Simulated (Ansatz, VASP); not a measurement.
**One calculation of InP, two programs**

Contents of INCAR:

```
SYSTEM = InP
PREC     = Accurate       ! precision mode
ENCUT    = 520            ! plane-wave cutoff, eV
EDIFF    = 1E-8           ! SCF threshold, eV
ISMEAR   = -1             ! smearing method
SIGMA    = 0.05           ! smearing width, eV
LREAL    = .False.        ! projectors in reciprocal space
LASPH    = .True.         ! aspherical terms in the spheres
NELM     = 80             ! most SCF steps
ALGO     = Normal         ! electronic algorithm
ISIF     = 2              ! what is computed and relaxed
LWAVE    = .False.        ! write WAVECAR
LCHARG   = .False.        ! write CHGCAR
GGA      = CA             ! functional
LEFG     = .True.       
NBANDS   = 16             ! bands
```

KPOINTS

```
regular mesh
0
Gamma
  11 11 11
  0 0 0
```

POSCAR

```
InP
1.0
    0.0000000000      2.8550000000      2.8550000000
    2.8550000000      0.0000000000      2.8550000000
    2.8550000000      2.8550000000      0.0000000000
In P
1 1
Direct
    0.0000000000      0.0000000000      0.0000000000
    0.5000000000      0.5000000000      0.5000000000
```

Input for Ansatz:

```yaml
crystal:
  lattice:
    - [0.0, 2.855, 2.855]
    - [2.855, 0.0, 2.855]
    - [2.855, 2.855, 0.0]
  atoms:
    - { symbol: In, position: [0.0, 0.0, 0.0] }
    - { symbol: P, position: [0.5, 0.5, 0.5] }
kpoints:
  mp_grid: { grid: [11, 11, 11] }
  band_path:
    path:
      - [0.0, 0.0, 0.0]
      - [0.5, 0.0, 0.5]
      - [0.625, 0.25, 0.625]
      - [0.375, 0.375, 0.75]
      - [0.0, 0.0, 0.0]
      - [0.5, 0.5, 0.5]
      - [0.5, 0.25, 0.75]
      - [0.5, 0.0, 0.5]
    npoints: 8
scf:
  occupations: { method: fermi_dirac, width: 0.05 }
hamiltonian:
  xc: lda
  pseudopotentials: { kind: all_electron, datasets: crystal }
output:
  forces: true
  stress: true
  eigenvalues: true
  efg: { contact_densities: true }
```

Alike in both runs: task electric field gradients; functional LDA; k mesh 11 × 11 × 11; occupations fermi-dirac, width 0.05 eV; no spin polarisation.

|  | VASP | Ansatz |
| --- | --- | --- |
| version | VASP 6.6.1 | Ansatz 0.2.0 |
| potentials or method | VASP PAW LDA potentials, release 64 (In_d, P), cutoff 520 eV | all-electron PAW with datasets made for the crystal, scalar-relativistic |

Ansatz gave:

```
pressure (GPa) : -9.6
```

Question: What did VASP give for the same quantities?

Answer: Pressure (GPa): -9.7.

LDA's correlation is that of Perdew and Zunger in VASP and of Perdew and Wang (1992) in Ansatz. Ansatz ran all-electron here, and VASP with PAW potentials.
